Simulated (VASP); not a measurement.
# SrNbO3 (Pm-3m) in VASP: single point with LDA

Aim: the single point of SrNbO3 with LDA.

Everything below comes from runs of VASP 6.6.1. Logs are shortened: lines on timing, memory, paths and dates and some standing lists are left out, and cuts for length are marked.

## (1) The cell of the first run

The structure is cubic, space group Pm-3m (No. 221). The conventional cell has a = 4.070 Å, b = 4.070 Å, c = 4.070 Å, α = 90.00°, β = 90.00°, γ = 90.00°. Within 3.8 Å of Sr (site symmetry m-3m) lie 12 O at 2.88 Å and 8 Nb at 3.52 Å. Nb (site symmetry m-3m) has 6 O at 2.03 Å within 2.7 Å. Within 2.7 Å of O (site symmetry 4/mmm) lie 2 Nb at 2.03 Å.

## (2) Single point, LDA

Input file INCAR:

```
  ALGO = Normal
  EDIFF = 1E-6
  ENCUT = 520
  ISIF = 2
  ISMEAR = -1
  LASPH = T
  LCHARG = T
  LELF = T
  LREAL = F
  LVHAR = T
  LWAVE = F
  NBANDS = 28
  NELM = 100
  PREC = Accurate
  SIGMA = 0.1
```

Input file KPOINTS:

```
k-points
0
Gamma
  5 5 5
```

Input file POSCAR:

```
SrNbO3
1.0
    4.0696900000      0.0000000000      0.0000000000
    0.0000000000      4.0696900000      0.0000000000
    0.0000000000      0.0000000000      4.0696900000
Sr Nb O
1 1 3
Direct
    0.5000000000      0.5000000000      0.5000000000
    0.0000000000      0.0000000000      0.0000000000
    0.0000000000      0.5000000000      0.0000000000
    0.0000000000      0.0000000000      0.5000000000
    0.5000000000      0.0000000000      0.0000000000
```

Potentials or basis: VASP PAW LDA potentials, release 64 (Sr_sv, Nb_sv, O).

Started as:

```console
> cat potpaw_LDA.64/Sr_sv/POTCAR potpaw_LDA.64/Nb_sv/POTCAR potpaw_LDA.64/O/POTCAR > POTCAR
> mpirun -np 1 vasp_std > vasp.out
```

OUTCAR:

```text
EDIFF = 1E-6
   ENCUT = 520
   ISIF = 2
   ISMEAR = -1
   LASPH = T
   LREAL = F
   NELM = 100
   PREC = Accurate

 ion  position               nearest neighbor table
   1  0.500  0.500  0.500-   3 2.88   4 2.88   5 2.88   3 2.88   5 2.88   4 2.88   5 2.88   5 2.88
                             3 2.88   4 2.88   3 2.88   4 2.88   2 3.52   2 3.52   2 3.52   2 3.52
   2  0.000  0.000  0.000-   3 2.03   4 2.03   5 2.03   4 2.03   3 2.03   5 2.03   1 3.52   1 3.52
                             1 3.52   1 3.52   1 3.52   1 3.52   1 3.52   1 3.52
   3  0.000  0.500  0.000-   2 2.03   2 2.03   1 2.88   1 2.88   1 2.88   1 2.88
   4  0.000  0.000  0.500-   2 2.03   2 2.03   1 2.88   1 2.88   1 2.88   1 2.88
   5  0.500  0.000  0.000-   2 2.03   2 2.03   1 2.88   1 2.88   1 2.88   1 2.88

  LATTYP: Found a simple cubic cell.
 ALAT       =     4.0696900000

  Lattice vectors:

 A1 = (   4.0696900000,   0.0000000000,   0.0000000000)
 A2 = (   0.0000000000,   4.0696900000,   0.0000000000)
 A3 = (   0.0000000000,   0.0000000000,   4.0696900000)

Analysis of symmetry for initial positions (statically):
=====================================================================
 Subroutine PRICEL returns:
 Original cell was already a primitive cell.

 Routine SETGRP: Setting up the symmetry group for a
 simple cubic supercell.

 Subroutine GETGRP returns: Found 48 space group operations
 (whereof 48 operations were pure point group operations)
 out of a pool of 48 trial point group operations.

The static configuration has the point symmetry O_h .

Analysis of symmetry for dynamics (positions and initial velocities):
=====================================================================
 Subroutine PRICEL returns:
 Original cell was already a primitive cell.

 Routine SETGRP: Setting up the symmetry group for a
 simple cubic supercell.

 Subroutine GETGRP returns: Found 48 space group operations
 (whereof 48 operations were pure point group operations)
 out of a pool of 48 trial point group operations.

The dynamic configuration has the point symmetry O_h .

 Subroutine INISYM returns: Found 48 space group operations
 (whereof 48 operations are pure point group operations),
 and found     1 'primitive' translations

----------------------------------------------------------------------------------------

                                     Primitive cell

  volume of cell :      67.4037

[... 78 lines left out ...]
   NELM   =    100;   NELMIN=  2; NELMDL= -5     # of ELM steps
   EDIFF  = 0.1E-05   stopping-criterion for ELM
   LREAL  =      F    real-space projection
   EDIFFG = 0.1E-04   stopping-criterion for IOM
   NSW    =      0    number of steps for IOM
   IBRION =     -1    ionic relax: 0-MD 1-quasi-New 2-CG
   NFREE  =      0    steps in history (QN), initial steepest desc. (CG)
   ISIF   =      2    stress and relaxation
   ISYM   =      2    0-nonsym 1-usesym 2-fastsym
   POTIM  = 0.5000    time-step for ionic-motion
   TEBEG  =    0.0;   TEEND  =   0.0 temperature during run
   PSTRESS=    0.0 pullay stress
   NELECT =      41.0000    total number of electrons
   NUPDOWN=      -1.0000    fix difference up-down
   EMIN   =  10.00;   EMAX   =-10.00  energy-range for DOS
   EFERMI =   0.00;   METHOD = LEGACY
   ISMEAR =    -1;   SIGMA  =   0.10  broadening in eV -4-tet -1-fermi 0-gaus
   EFERMI_NEDOS =   21; number of points for ismear=-14 and -15
   IALGO  =     38    algorithm
   IMIX   =      4    mixing-type and parameters
     AMIX     =   0.40;   BMIX     =  1.00
     AMIX_MAG =   1.60;   BMIX_MAG =  1.00
  volume/ion in A,a.u.               =      13.48        90.97
  Fermi-wavevector in a.u.,A,eV,Ry     =   1.387101  2.621241 26.178283  1.924050
  Thomas-Fermi vector in A             =   2.511354
   LORBIT       =      0    0 simple, 1 ext, 2 COOP (PROOUT), +10 PAW based schemes
   GGA     = CA    functional components
   LHFCALC =     F    Hartree Fock is set to
   AEXX    =    0.0000 exact exchange contribution
   IVDW    =     0    specifies the selected vdW correction
   LEPSILON=     F    determine dielectric tensor
   LRPA    =     F    only Hartree local field effects (RPA)
 non-spin polarized calculation
  energy-cutoff  :      520.00
  volume of cell :       67.40
 maximum number of plane-waves:      1839
 NGX is ok and might be reduce to    30
   NGX = 15   NGY = 15   NGZ = 15

 number of electron      40.9999975 magnetization

 Free energy of the ion-electron system (eV)
  ---------------------------------------------------
  ext. energy  EPLUGINS =         0.00000000
  ---------------------------------------------------
  free energy    TOTEN  =       -45.13412135 eV

  energy without entropy =      -45.07266896  energy(sigma->0) =      -45.10339515

 E-fermi :   7.1479     XC(G=0): -11.4310

 val. band max:        7.0972781457   @ k =   0.4000   0.2000   0.0000
 cond. band min:       7.3806388735   @ k =   0.2000   0.2000   0.0000
 fundamental gap:      0.2833607278
 Fermi energy:         7.1478759529

 k-point     1 :       0.0000    0.0000    0.0000
  band No.  band energies     occupation
      1     -49.1907      2.00000
      2     -29.0325      2.00000
      3     -25.5265      2.00000
      4     -25.5265      2.00000
      5     -25.5265      2.00000
      6     -12.9161      2.00000
[... 299 lines left out ...]
     27      12.5075      0.00000
     28      12.5434      0.00000

------------------------ aborting loop because EDIFF is reached ----------------------------------------

  FORCE on cell =-STRESS in cart. coord.  units (eV):
  Direction    XX          YY          ZZ          XY          YZ          ZX
  --------------------------------------------------------------------------------------
  -------------------------------------------------------------------------------------
  Total       -4.4216546     -4.4216546     -4.4216546      0.0000000      0.0000000     -0.0000000
  in kB     -105.1021046   -105.1021046   -105.1021046      0.0000000      0.0000000     -0.0000000
  external PRESSURE =    -105.1021046 kB  Pullay stress =       0.0000000 kB

 VOLUME and BASIS-vectors are now :
 -----------------------------------------------------------------------------
  energy-cutoff  :      520.00
  volume of cell :       67.40
      direct lattice vectors                 reciprocal lattice vectors
     4.069690000  0.000000000  0.000000000     0.245718961  0.000000000  0.000000000
     0.000000000  4.069690000  0.000000000     0.000000000  0.245718961  0.000000000
     0.000000000  0.000000000  4.069690000     0.000000000  0.000000000  0.245718961

 POSITION                                       TOTAL-FORCE (eV/Angst)
 -----------------------------------------------------------------------------------
      2.03484      2.03484      2.03484         0.000000      0.000000      0.000000
      0.00000      0.00000      0.00000         0.000000      0.000000      0.000000
      0.00000      2.03484      0.00000         0.000000      0.000000      0.000000
      0.00000      0.00000      2.03484         0.000000      0.000000      0.000000
      2.03484      0.00000      0.00000         0.000000      0.000000      0.000000
 -----------------------------------------------------------------------------------
    total drift:                                0.000000     -0.000000      0.000000

  FREE ENERGIE OF THE ION-ELECTRON SYSTEM (eV)
  ---------------------------------------------------
  free  energy   TOTEN  =       -45.1341213534 eV

  energy  without entropy=      -45.0726689558  energy(sigma->0) =      -45.10339515
```

OSZICAR:

```text
N       E                     dE             d eps       ncg     rms          rms(c)
DAV:   1     0.364801976962E+03    0.36480E+03   -0.21870E+04   560   0.145E+03
DAV:   2    -0.232140553373E+02   -0.38802E+03   -0.37723E+03   724   0.468E+02
DAV:   3    -0.509432505057E+02   -0.27729E+02   -0.27501E+02   928   0.114E+02
DAV:   4    -0.518185708381E+02   -0.87532E+00   -0.86736E+00   868   0.165E+01
DAV:   5    -0.518790900845E+02   -0.60519E-01   -0.60422E-01   872   0.345E+00    0.192E+01
DAV:   6    -0.454225665336E+02    0.64565E+01   -0.37381E+01   848   0.377E+01    0.119E+01
DAV:   7    -0.451932797212E+02    0.22929E+00   -0.26381E+00   808   0.107E+01    0.757E+00
DAV:   8    -0.451371363939E+02    0.56143E-01   -0.40330E-01   872   0.469E+00    0.714E-01
DAV:   9    -0.451341268672E+02    0.30095E-02   -0.60820E-02   916   0.145E+00    0.454E-01
DAV:  10    -0.451341890484E+02   -0.62181E-04   -0.52920E-03   892   0.572E-01    0.218E-01
DAV:  11    -0.451341235829E+02    0.65465E-04   -0.69845E-04   844   0.235E-01    0.621E-02
DAV:  12    -0.451341203783E+02    0.32047E-05   -0.86505E-05   852   0.724E-02    0.132E-02
DAV:  13    -0.451341216946E+02   -0.13163E-05   -0.11207E-05   824   0.306E-02    0.145E-02
DAV:  14    -0.451341213534E+02    0.34121E-06   -0.71319E-07   468   0.730E-03
   1 F= -.45134121E+02 E0= -.45103395E+02  d E =-.614524E-01
```

stdout:

```text
POSCAR found type information on POSCAR SrNbO
 POSCAR found :  3 types and       5 ions
 scaLAPACK will be used
 LDA part: xc-table for (Slater(with rela. corr.)+CA(PZ))
 , standard interpolation
 POSCAR, INCAR and KPOINTS ok, starting setup
 FFT: planning ... GRIDC
 FFT: planning ... GRID_SOFT
 FFT: planning ... GRID
 WAVECAR not read
 entering main loop
```

It took 13 s on 1 thread of Intel Xeon Platinum 8488C (Sapphire Rapids), shared host; peak memory 0.15 GiB.

What came out:

* Free energy: -45.1341 eV
* Pressure: -10.5 GPa

Caveat: an odd number of electrons without spin polarisation forces a metal; a magnetic or distorted state may lie lower.
